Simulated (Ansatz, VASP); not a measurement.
# Two plane-wave programs on BeMoC4

File INCAR:

```
  ALGO = Normal
  EDIFF = 1E-6
  EDIFFG = -0.01
  ENCUT = 600
  GGA = PE
  IBRION = 2
  ISIF = 3
  ISMEAR = 0
  LASPH = T
  LCHARG = F
  LREAL = F
  LWAVE = F
  NELM = 60
  NSW = 100
  PREC = Accurate
  SIGMA = 0.1
```

The input KPOINTS:

```
k-points
0
Gamma
  10 10 10
```

File POSCAR:

```
BeMoC4
1.0
    3.6010385188      0.0000000000      0.0000000000
    0.0000000000      3.6010385188      0.0000000000
    0.0000000000      0.0000000000      4.1106334663
Be Mo C
1 1 4
Direct
    0.5000000000      0.5000000000      0.5000000000
    0.0000000000      0.0000000000      0.0000000000
    0.5000000000      0.0000000000      0.6640946110
    0.0000000000      0.5000000000      0.3359053890
    0.5000000000      0.0000000000      0.3359053890
    0.0000000000      0.5000000000      0.6640946110
```

Input for Ansatz:

```yaml
crystal:
  lattice:
    - [3.6010385188, 0.0, 0.0]
    - [0.0, 3.6010385188, 0.0]
    - [0.0, 0.0, 4.1106334663]
  atoms:
    - { symbol: Be, position: [0.5, 0.5, 0.5] }
    - { symbol: Mo, position: [0.0, 0.0, 0.0] }
    - { symbol: C, position: [0.5, 0.0, 0.664094611] }
    - { symbol: C, position: [0.0, 0.5, 0.335905389] }
    - { symbol: C, position: [0.5, 0.0, 0.335905389] }
    - { symbol: C, position: [0.0, 0.5, 0.664094611] }
basis:
  ecutwfc: 420
kpoints:
  mp_grid: { grid: [10, 10, 10] }
hamiltonian:
  xc: pbe
scf:
  occupations: { method: gaussian, width: 0.1 }
output:
  forces: true
  stress: true
  eigenvalues: true
relax:
  adjacent_minimum: "off"
  f_tol: 0.01
  max_steps: 80
  cell: { stress_tol: 0.05 }
```

Change from the starting cell: species swapped into the NbVH4 type (P4/mmm, No. 123).

Alike in both runs: task relaxation of cell and atoms; functional PBE; k mesh 10 × 10 × 10; occupations gaussian, width 0.1 eV; no spin polarisation.

|  | VASP | Ansatz |
| --- | --- | --- |
| version | VASP 6.6.1 | Ansatz 0.2.0 |
| potentials or method | VASP PAW PBE potentials, release 64 (Be, Mo_sv, C), cutoff 600 eV | scalar-relativistic, plane waves, PAW |
| valence electrons in the cell | 32 | 32 |

```tsv
	VASP	Ansatz	Ansatz less VASP
gap on the k mesh at the Fermi level, each at its own relaxed structure (eV)	none	none	-
relaxed volume (Å³/atom)	8.91	8.91	-0.004
relaxed cell length with the largest relative difference (Å)	4.107	4.105	-0.0016
```

A gap of «none» marks a metal or a gap that the smearing closes.
